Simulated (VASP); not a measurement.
Write the native input for VASP 6.6.1 that does the following.

| Property | Result |
| --- | --- |
| Task | single point |
| Functional | r2SCAN |
| Potentials or basis | VASP PAW PBE potentials, release 64 (Hf_pv, O) |
| Cutoff | 520 eV |
| k mesh | 6 × 6 × 6 |
| Occupations | fermi-dirac, width 0.02 eV |
| Spin | no spin polarisation |
| Dipole correction | no |
| Further INCAR settings | ALGO = Normal; EDIFF = 1e-06; NBANDS = 18 |

HfO2 (fluorite type):

```
Hf O
1.0
     0.00000    2.53500    2.53500
     2.53500    0.00000    2.53500
     2.53500    2.53500    0.00000
Hf O
1 2
Direct
  0.00000 0.00000 0.00000
  0.25000 0.25000 0.25000
  0.75000 0.75000 0.75000
```

One way to write it, as run:

POSCAR

```
HfO2
1.0
    0.0000000000      2.5350000000      2.5350000000
    2.5350000000      0.0000000000      2.5350000000
    2.5350000000      2.5350000000      0.0000000000
Hf O
1 2
Direct
    0.0000000000      0.0000000000      0.0000000000
    0.2500000000      0.2500000000      0.2500000000
    0.7500000000      0.7500000000      0.7500000000
```

INCAR.step1

```
SYSTEM = HfO2
PREC = Accurate
ENCUT = 520
ISMEAR = -1
SIGMA = 0.02
LREAL = .FALSE.
LASPH = .TRUE.
NELM = 60
NBANDS = 18
GGA = PE
ALGO = Normal
EDIFF = 1E-4
LWAVE = .TRUE.
LCHARG = .FALSE.
```

INCAR.step2

```
SYSTEM = HfO2
PREC = Accurate
ENCUT = 520
EDIFF = 1E-6
ISMEAR = -1
SIGMA = 0.02
LREAL = .FALSE.
LASPH = .TRUE.
NELM = 60
ALGO = Normal
ISIF = 2
LWAVE = .FALSE.
LCHARG = .FALSE.
METAGGA = R2SCAN
LMIXTAU = .TRUE.
NBANDS = 18
ISTART = 1
```

KPOINTS

```
regular mesh
0
G
  6 6 6
  0 0 0
```

Potentials or basis: VASP PAW PBE potentials, release 64 (Hf_pv, O).

The run is started by

```bash
$ cat potpaw_PBE.64/Hf_pv/POTCAR potpaw_PBE.64/O/POTCAR > POTCAR
$ cp INCAR.step1 INCAR
$ mpirun -np 1 vasp_std > vasp.out
$ cp INCAR.step2 INCAR
$ mpirun -np 1 vasp_std > vasp.out
```

Results of the run:

The pressure is -5.7 GPa. The band gap on the k mesh is 4.29 eV.

Caveat: the cell stands under tension; the PAW data sets were made with another functional, which shifts forces and pressure a little; spin-orbit coupling is left out, which moves the levels of the heavy elements.

It took 46 s on 1 thread of AMD EPYC 7R43 64-Core Processor (Zen 3), on a shared host, peak memory 0.13 GiB.
